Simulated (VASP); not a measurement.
# Mg16O17 (a cell with a defect) (O interstitial hop between voids) in VASP: notebook

Runs on Mg16O17 (a cell with a defect) (O interstitial hop between voids). Level: PBE. Tasks: single point.

All numbers are computed with VASP 6.6.1; they aren't measurements. Logs are shortened: lines on timing, memory, paths and dates and some standing lists are left out, and cuts for length are marked.

### 1 The cell of the first run

The cell holds a defect, 33 atoms: a = 7.369 Å, b = 7.369 Å, c = 7.369 Å, α = 109.47°, β = 109.47°, γ = 109.47°.

### 2 Single point, PBE

INCAR reads:

```
SYSTEM = Mg16O17
ALGO = Normal
EDIFF = 1E-6
ENCUT = 520
GGA = PE
GGA_COMPAT = .False.
ISIF = 2
ISMEAR = -1
LASPH = .True.
LCHARG = .False.
LREAL = Auto
LWAVE = .False.
NBANDS = 89
NELECT = 136.0
NELM = 120
PREC = Accurate
SIGMA = 0.01
```

KPOINTS reads:

```
k-points
0
Gamma
  1 1 1
  0 0 0
```

POSCAR reads:

```
Mg16O17
1.0
   -4.2543812300      4.2543812300      4.2543812300
    4.2543812300     -4.2543812300      4.2543812300
    4.2543812300      4.2543812300     -4.2543812300
Mg O
16 17
Direct
    0.0026840676      0.0025826103      0.0033192855
    0.0025783188      0.2570764783      0.7508725553
    0.0048940228      0.4977787883      0.4985477245
    0.0025946735      0.7501411189      0.2578676734
    0.2572006771      0.0024612914      0.7508620372
    0.2433298316      0.2432046032      0.4962475862
    0.2433208332      0.4955209747      0.2439438903
    0.2571909451      0.7501160593      0.0031890852
    0.4979352135      0.0047447501      0.4985439401
    0.4956454966      0.2431431026      0.2439100329
    0.4979126726      0.4977987650      0.0055266485
    0.4978809243      0.7502047816      0.7509503612
    0.7502728541      0.0024436970      0.2578796579
    0.7502794226      0.2571073046      0.0032237208
    0.7502389921      0.4977192841      0.7508793792
    0.7502471700      0.7500586742      0.4985453587
    0.0066788328      0.0065501364      0.5133278756
   -0.0121146094      0.2441340162      0.2449012424
    0.0066833734      0.5125535012      0.0073039917
    0.0663762512      0.7501083059      0.7508358919
    0.2442643376     -0.0122728592      0.2448796863
    0.2442595179      0.2441278946     -0.0115229979
    0.2562666887      0.4937302570      0.7508756991
    0.2562724786      0.7501272841      0.4944847644
    0.5126801227      0.0065320214      0.0072973116
    0.4938441049      0.2561376381      0.7508776556
    0.4341825323      0.4340051503      0.4347304399
    0.4938312658      0.7501185894      0.2569049878
    0.7502587802      0.0662744253      0.7508918070
    0.7502705844      0.2561150144      0.4944841782
    0.7502702223      0.4936819309      0.2569030697
    0.7502546523      0.7501220956      0.0670974941
    0.7502733734      0.7501603304      0.7509901500
```

Potentials or basis: VASP PAW PBE potentials, release 64 (Mg, O).

Started as:

```sh
$ cat potpaw_PBE.64/Mg/POTCAR potpaw_PBE.64/O/POTCAR > POTCAR
$ mpirun -np 1 vasp_gam > vasp.out
```

OUTCAR:

```text
SYSTEM = Mg16O17
   EDIFF = 1E-6
   ENCUT = 520
   GGA = PE
   ISIF = 2
   ISMEAR = -1
   LASPH = .True.
   LREAL = Auto
   NELECT = 136.0
   NELM = 120
   PREC = Accurate

 ion  position               nearest neighbor table
   1  0.003  0.003  0.003-  33 1.86  18 2.12  22 2.12  21 2.12  29 2.45  20 2.45  32 2.45   6 2.97
                             7 2.97  10 2.97  16 3.04  12 3.04  15 3.04  14 3.05   2 3.05  13 3.05
   2  0.003  0.257  0.751-  29 1.92  23 2.09  17 2.10  22 2.10  30 2.16  19 2.16  15 2.97  13 2.97
                             3 2.97   8 2.97   7 2.97  11 2.98   6 2.98   9 3.04  14 3.04   1 3.05
   3  0.005  0.498  0.499-  20 1.92  18 2.09  31 2.10  30 2.10  23 2.16  24 2.16  12 2.97   6 2.97
                             2 2.97   7 2.97   4 2.97  14 2.98  13 2.98   8 3.04   5 3.04  16 3.05
   4  0.003  0.750  0.258-  32 1.92  24 2.09  19 2.10  21 2.10  17 2.16  31 2.16  16 2.97   5 2.97
                            14 2.97   3 2.97   6 2.97   9 2.98   7 2.98  13 3.04  11 3.04  15 3.05
   5  0.257  0.002  0.751-  20 1.92  26 2.09  17 2.10  22 2.10  24 2.16  25 2.16  12 2.97   4 2.97
                            10 2.97   9 2.97  14 2.97  11 2.98   6 2.98   8 3.04   3 3.04  16 3.05
   6  0.243  0.243  0.496-  27 1.92  17 2.09  26 2.10  23 2.10  18 2.16  21 2.16   1 2.97   3 2.97
                            13 2.97   4 2.97   9 2.97   5 2.98   2 2.98   7 3.04  10 3.04  15 3.05
   7  0.243  0.496  0.244-  27 1.92  19 2.09  28 2.10  24 2.10  18 2.16  22 2.16   1 2.97  11 2.97
                             3 2.97  14 2.97   2 2.97   4 2.98   8 2.98   6 3.04  10 3.04  16 3.05
   8  0.257  0.750  0.003-  20 1.92  28 2.09  19 2.10  21 2.10  23 2.16  25 2.16  12 2.97  10 2.97
                             2 2.97  11 2.97  13 2.97   7 2.98   9 2.98   3 3.04   5 3.04  15 3.05
   9  0.498  0.005  0.499-  29 1.92  21 2.09  28 2.10  24 2.10  30 2.16  26 2.16  15 2.97  13 2.97
[... 16 lines left out ...]
  18  0.988  0.244  0.245-   3 2.09  14 2.10  13 2.10   1 2.12   6 2.16   7 2.16
  19  0.007  0.513  0.007-   7 2.09   8 2.10   4 2.10  15 2.12  14 2.16   2 2.16
  20  0.066  0.750  0.751-   3 1.92   5 1.92   8 1.92  16 2.45  15 2.45   1 2.45
  21  0.244  0.988  0.245-   9 2.09   8 2.10   4 2.10   1 2.12  10 2.16   6 2.16
  22  0.244  0.244  0.988-  11 2.09   5 2.10   2 2.10   1 2.12   7 2.16  10 2.16
[... 8 lines left out ...]
  31  0.750  0.494  0.257-  14 2.09  10 2.10   3 2.10  16 2.12   4 2.16  11 2.16
  32  0.750  0.750  0.067-  13 1.92   4 1.92  11 1.92  12 2.45  15 2.45   1 2.45
  33  0.750  0.750  0.751-   1 1.86  15 1.86  12 1.86  16 1.86

  LATTYP: Found a body centered cubic cell.
 ALAT       =     8.5087624600

  Lattice vectors:

 A1 = (  -4.2543812300,   4.2543812300,   4.2543812300)
 A2 = (   4.2543812300,  -4.2543812300,   4.2543812300)
 A3 = (   4.2543812300,   4.2543812300,  -4.2543812300)

Analysis of symmetry for initial positions (statically):
=====================================================================
 Subroutine PRICEL returns:
 Original cell was already a primitive cell.

 Routine SETGRP: Setting up the symmetry group for a
 body centered cubic supercell.

 Subroutine GETGRP returns: Found  1 space group operations
 (whereof  1 operations were pure point group operations)
 out of a pool of 48 trial point group operations.

The static configuration has the point symmetry C_1 .

Analysis of symmetry for dynamics (positions and initial velocities):
=====================================================================
 Subroutine PRICEL returns:
 Original cell was already a primitive cell.

 Routine SETGRP: Setting up the symmetry group for a
 body centered cubic supercell.

 Subroutine GETGRP returns: Found  1 space group operations
 (whereof  1 operations were pure point group operations)
 out of a pool of 48 trial point group operations.

The dynamic configuration has the point symmetry C_1 .

 Subroutine INISYM returns: Found  1 space group operations
 (whereof  1 operations are pure point group operations),
 and found     1 'primitive' translations

----------------------------------------------------------------------------------------

                                     Primitive cell

  volume of cell :     308.0131

  direct lattice vectors                    reciprocal lattice vectors
    -4.254381230  4.254381230  4.254381230     0.000000000  0.117525904  0.117525904
     4.254381230 -4.254381230  4.254381230     0.117525904  0.000000000  0.117525904
     4.254381230  4.254381230 -4.254381230     0.117525904  0.117525904  0.000000000

  length of vectors
     7.368804445  7.368804445  7.368804445     0.166206727  0.166206727  0.166206727

  position of ions in fractional coordinates (direct lattice)
     0.002684068  0.002582610  0.003319285
     0.002578319  0.257076478  0.750872555
     0.004894023  0.497778788  0.498547724
     0.002594673  0.750141119  0.257867673
     0.257200677  0.002461291  0.750862037
     0.243329832  0.243204603  0.496247586
[... 25 lines left out ...]
     0.750254652  0.750122096  0.067097494
     0.750273373  0.750160330  0.750990150

  ion indices of the primitive-cell ions
   primitive index   ion index
                 1           1
                 2           2
                 3           3
                 4           4
                 5           5
                 6           6
[... 25 lines left out ...]
                32          32
                33          33

----------------------------------------------------------------------------------------

 KPOINTS: k-points

Automatic generation of k-mesh.
 Grid dimensions read from file:
 generate k-points for:    1    1    1

 Generating k-lattice:

  Cartesian coordinates                     Fractional coordinates (reciprocal lattice)
     0.000000000  0.117525904  0.117525904     1.000000000  0.000000000  0.000000000
     0.117525904  0.000000000  0.117525904     0.000000000  1.000000000  0.000000000
     0.117525904  0.117525904  0.000000000     0.000000000  0.000000000  1.000000000

  Length of vectors
     0.166206727  0.166206727  0.166206727

  Shift w.r.t. Gamma in fractional coordinates (k-lattice)
     0.000000000  0.000000000  0.000000000

 Subroutine IBZKPT returns following result:
 ===========================================

 Found      1 irreducible k-points:

 Following reciprocal coordinates:
            Coordinates               Weight
  0.000000  0.000000  0.000000      1.000000
   k-points           NKPTS =      1   k-points in BZ     NKDIM =      1   number of bands    NBANDS=     89
   number of dos      NEDOS =    301   number of ions     NIONS =     33
   total plane-waves  NPLWV = 175616
   dimension x,y,z NGX =    56 NGY =   56 NGZ =   56
   dimension x,y,z NGXF=   112 NGYF=  112 NGZF=  112
   ions per type =              16  17
   NGX,Y,Z   is equivalent  to a cutoff of  12.63, 12.63, 12.63 a.u.
   NGXF,Y,Z  is equivalent  to a cutoff of  25.27, 25.27, 25.27 a.u.
 SYSTEM =  Mg16O17
   PREC   = accura    normal or accurate (medium, high low for compatibility)
   ISTART =      0    job   : 0-new  1-cont  2-samecut
   ICHARG =      2    charge: 1-file 2-atom 10-const
   ISPIN  =      1    spin polarized calculation?
   LNONCOLLINEAR =      F non collinear calculations
   LSORBIT =      F    spin-orbit coupling
   LASPH  =      T    aspherical Exc in radial PAW
   ENCUT  =  520.0 eV  38.22 Ry    6.18 a.u.  13.70 13.70 13.70*2*pi/ulx,y,z
   NELM   =    120;   NELMIN=  2; NELMDL= -5     # of ELM steps
   EDIFF  = 0.1E-05   stopping-criterion for ELM
   LREAL  =      T    real-space projection
   EDIFFG = 0.1E-04   stopping-criterion for IOM
   NSW    =      0    number of steps for IOM
   IBRION =     -1    ionic relax: 0-MD 1-quasi-New 2-CG
   NFREE  =      0    steps in history (QN), initial steepest desc. (CG)
   ISIF   =      2    stress and relaxation
   ISYM   =      2    0-nonsym 1-usesym 2-fastsym
   POTIM  = 0.5000    time-step for ionic-motion
   TEBEG  =    0.0;   TEEND  =   0.0 temperature during run
   PSTRESS=    0.0 pullay stress
   NELECT =     136.0000    total number of electrons
   NUPDOWN=      -1.0000    fix difference up-down
   EMIN   =  10.00;   EMAX   =-10.00  energy-range for DOS
   EFERMI =   0.00;   METHOD = LEGACY
   ISMEAR =    -1;   SIGMA  =   0.01  broadening in eV -4-tet -1-fermi 0-gaus
   EFERMI_NEDOS =   21; number of points for ismear=-14 and -15
   IALGO  =     38    algorithm
   IMIX   =      4    mixing-type and parameters
     AMIX     =   0.40;   BMIX     =  1.00
     AMIX_MAG =   1.60;   BMIX_MAG =  1.00
  volume/ion in A,a.u.               =       9.33        62.99
  Fermi-wavevector in a.u.,A,eV,Ry     =   1.246612  2.355756 21.144027  1.554042
  Thomas-Fermi vector in A             =   2.380782
   LORBIT       =      0    0 simple, 1 ext, 2 COOP (PROOUT), +10 PAW based schemes
   GGA     = PE    functional components
   LHFCALC =     F    Hartree Fock is set to
   AEXX    =    0.0000 exact exchange contribution
   IVDW    =     0    specifies the selected vdW correction
   LEPSILON=     F    determine dielectric tensor
   LRPA    =     F    only Hartree local field effects (RPA)
 non-spin polarized calculation
  energy-cutoff  :      520.00
  volume of cell :      308.01
 maximum number of plane-waves:      4196
 NGX is ok and might be reduce to    54
   NGX = 27   NGY = 27   NGZ = 27

 number of electron     136.0000000 magnetization

 Free energy of the ion-electron system (eV)
  ---------------------------------------------------
  ext. energy  EPLUGINS =         0.00000000
  ---------------------------------------------------
  free energy    TOTEN  =      -180.18681548 eV

  energy without entropy =     -180.18681548  energy(sigma->0) =     -180.18681548

 E-fermi :   5.3356     XC(G=0): -11.1320

 val. band max:        4.9920286634   @ k =   0.0000   0.0000   0.0000
 cond. band min:       7.7024776262   @ k =   0.0000   0.0000   0.0000
 fundamental gap:      2.7104489628
 Fermi energy:         5.3355601190

 k-point     1 :       0.0000    0.0000    0.0000
  band No.  band energies     occupation
      1     -14.2369      2.00000
      2     -13.2578      2.00000
      3     -13.2575      2.00000
      4     -13.1386      2.00000
      5     -13.1385      2.00000
      6     -13.1379      2.00000
[... 72 lines left out ...]
     79      12.0934      0.00000
     80      12.5890      0.00000
 [bands above 80 left out]

------------------------ aborting loop because EDIFF is reached ----------------------------------------

  FORCE on cell =-STRESS in cart. coord.  units (eV):
  Direction    XX          YY          ZZ          XY          YZ          ZX
  --------------------------------------------------------------------------------------
  -------------------------------------------------------------------------------------
  Total       36.2455610     36.2228032     36.2194253      0.0074858     -0.0079901     -0.0021158
  in kB      188.5368318    188.4184537    188.4008834      0.0389384     -0.0415615     -0.0110054
  external PRESSURE =     188.4520563 kB  Pullay stress =       0.0000000 kB

 VOLUME and BASIS-vectors are now :
 -----------------------------------------------------------------------------
  energy-cutoff  :      520.00
  volume of cell :      308.01
      direct lattice vectors                 reciprocal lattice vectors
    -4.254381230  4.254381230  4.254381230     0.000000000  0.117525904  0.117525904
     4.254381230 -4.254381230  4.254381230     0.117525904  0.000000000  0.117525904
     4.254381230  4.254381230 -4.254381230     0.117525904  0.117525904  0.000000000

 POSITION                                       TOTAL-FORCE (eV/Angst)
 -----------------------------------------------------------------------------------
      0.01369      0.01455      0.00828        -0.007198     -0.005966     -0.005809
      4.27723      2.11177     -2.08983        -0.002797      0.003673     -0.005558
      4.21793      0.02409      0.01755         0.005836     -0.003079     -0.002546
      4.27741     -2.08328      2.10536        -0.002794     -0.004401      0.002188
      2.11069      4.27821     -2.08975         0.003033     -0.002288     -0.005586
      2.11069      2.11176     -0.04132         0.002954      0.003292      0.005330
[... 25 lines left out ...]
      0.28489      0.28602      6.09772         0.007977      0.008989     -0.008801
      3.19452      3.19548      3.18842        -0.002867     -0.003492      0.001824
 -----------------------------------------------------------------------------------
    total drift:                               -0.002817     -0.000292      0.000095

  FREE ENERGIE OF THE ION-ELECTRON SYSTEM (eV)
  ---------------------------------------------------
  free  energy   TOTEN  =      -180.1868154836 eV

  energy  without entropy=     -180.1868154836  energy(sigma->0) =     -180.18681548
```

Run time: 54 s. Hardware: 1 thread of Intel Xeon 6975P-C (Granite Rapids), shared host; peak memory 0.39 GiB.

What came out:

```
Free energy   : -180.1868 eV
Largest force : 0.019 eV/Å
```

Forces in eV/Å, atoms in the order of the input:
```
Mg  -0.007 -0.006 -0.006
Mg  -0.003  0.004 -0.006
Mg   0.006 -0.003 -0.003
Mg  -0.003 -0.004  0.002
Mg   0.003 -0.002 -0.006
Mg   0.003  0.003  0.005
Mg   0.002  0.006  0.004
Mg   0.003 -0.005 -0.002
Mg  -0.003  0.006 -0.003
Mg   0.006  0.003  0.004
Mg  -0.003 -0.002  0.005
Mg  -0.008  0.006  0.007
Mg  -0.004 -0.003  0.002
Mg  -0.006  0.002 -0.003
Mg   0.006 -0.006  0.007
Mg   0.007  0.006 -0.006
O   -0.005 -0.004  0.015
O    0.014  0.005  0.005
O   -0.004  0.014 -0.004
O   -0.008  0.009  0.009
O    0.005  0.015  0.005
O    0.006  0.005  0.015
O    0.005 -0.004 -0.015
O    0.006 -0.017 -0.006
O    0.015 -0.004 -0.004
O   -0.005  0.006 -0.015
O   -0.009 -0.010 -0.009
O   -0.004 -0.015  0.004
O    0.010 -0.010  0.009
O   -0.016  0.004 -0.007
O   -0.015 -0.005  0.004
O    0.008  0.009 -0.009
O   -0.003 -0.003  0.002
```

Caveat: the k points lie up to 1.04 Å⁻¹ apart; the cell carries a net charge on a neutralising background, which shifts energy and pressure; the cell is charged against a uniform background, so pressure and absolute levels hang on convention.

### 3 Single point, PBE

INCAR reads:

```
SYSTEM = Mg16O17
  PREC = Accurate
  ENCUT = 520
  EDIFF = 1E-6
  ISMEAR = -1
  SIGMA = 0.01
  LREAL = Auto
  LASPH = .TRUE.
  NELM = 120
  ALGO = Normal
  ISIF = 2
  LWAVE = .FALSE.
  LCHARG = .FALSE.
  GGA = PE
  NBANDS = 89
  NELECT = 136.0
  GGA_COMPAT = .FALSE.
```

KPOINTS reads:

```
regular mesh
0
G
  1 1 1
  0 0 0
```

POSCAR reads:

```
Mg16O17
1.0
   -4.2543812300      4.2543812300      4.2543812300
    4.2543812300     -4.2543812300      4.2543812300
    4.2543812300      4.2543812300     -4.2543812300
Mg O
16 17
Direct
    0.0072610627      0.0072180113      0.0049212813
   -0.0066414946      0.2479351816      0.7503019636
   -0.0066440064      0.5002614169      0.4979637809
    0.0072644250      0.7548819265      0.2572569277
    0.2479812230     -0.0066899145      0.7503026344
    0.2479225295      0.2478598143      0.4978926334
    0.2479821452      0.5002674410      0.2433435094
    0.2456880140      0.7526064053      0.0026374143
    0.5003139657     -0.0066939477      0.4979659823
    0.5003169651      0.2479398792      0.2433419558
    0.5003214639      0.5002730675      0.0026963015
    0.5002995946      0.7526450475      0.7502956460
    0.7549302420      0.0072211374      0.2572564171
    0.7526461500      0.2456365976      0.0026275012
    0.7526923606      0.5002614783      0.7502949874
    0.7526474673      0.7526017522      0.4956791073
    0.0063027923      0.0062515128      0.5126938216
    0.0063005477      0.2626536367      0.2562782959
   -0.0056761047      0.5002663506      0.0067122151
   -0.0056759065      0.7566801736      0.7503040814
    0.2627028536      0.0062495379      0.2562788117
    0.2439069473      0.2438603493     -0.0120924535
    0.1841392719      0.5002750733      0.7503039259
    0.2439046822      0.7378749451      0.4938950670
    0.5003108288     -0.0057183928      0.0067067956
    0.5003195054      0.1840990495      0.7502966146
    0.5003159652      0.5002684070      0.4341413886
    0.5003121629      0.7566719623      0.2443197807
    0.7567239114     -0.0057218016      0.7503018245
    0.7379170753      0.2438571270      0.4938889432
    0.7567171884      0.5002562840      0.2443145530
    0.8164636247      0.8164179333      0.0664637253
    0.5002926781      0.5002527828      0.7502939106
```

Potentials or basis: VASP PAW PBE potentials, release 64 (Mg, O).

Started as:

```sh
$ cat potpaw_PBE.64/Mg/POTCAR potpaw_PBE.64/O/POTCAR > POTCAR
$ mpirun -np 1 vasp_gam > vasp.out
```

Run time: 51 s. Hardware: 1 thread of Intel Xeon 6975P-C (Granite Rapids), shared host; peak memory 0.39 GiB.

The run converged. Its results:

```yaml
Free_energy: -180.1868 eV
Largest_force: 0.016 eV/Å
```

Forces on the atoms (eV/Å):
```
Mg  -0.003 -0.003 -0.005
Mg  -0.003  0.003  0.005
Mg  -0.003  0.005  0.003
Mg  -0.003 -0.005 -0.003
Mg   0.003 -0.003  0.005
Mg   0.005  0.005  0.005
Mg   0.003  0.005 -0.003
Mg  -0.006  0.002  0.002
Mg   0.005 -0.003  0.003
Mg   0.005  0.002 -0.003
Mg  -0.005 -0.005  0.005
Mg  -0.005  0.005 -0.005
Mg  -0.005 -0.003 -0.003
Mg   0.003 -0.005  0.002
Mg   0.005 -0.005 -0.005
Mg   0.003  0.003 -0.006
O   -0.002 -0.002 -0.013
O   -0.002 -0.013 -0.002
O   -0.004  0.014  0.004
O   -0.005  0.005  0.013
O   -0.013 -0.002 -0.002
O    0.004  0.005 -0.014
O    0.006 -0.007 -0.007
O    0.004 -0.014  0.004
O    0.014 -0.003  0.003
O   -0.007  0.006 -0.007
O   -0.007 -0.007  0.006
O    0.014  0.005 -0.004
O    0.004 -0.003  0.014
O   -0.014  0.005  0.004
O    0.004  0.014 -0.003
O    0.007  0.006  0.007
O   -0.002 -0.002 -0.001
```

Levels at points of the mesh, in eV from the Fermi level:
| k point | band 66 | band 67 | band 68 | band 69 | band 70 | band 71 |
| --- | --- | --- | --- | --- | --- | --- |
| (0.00, 0.00, 0.00) | -0.28 | -0.28 | -0.28 | 2.43 | 6.67 | 6.67 |

Caveat: the k points lie up to 1.04 Å⁻¹ apart; the cell carries a net charge on a neutralising background, which shifts energy and pressure; the cell is charged against a uniform background, so pressure and absolute levels hang on convention.
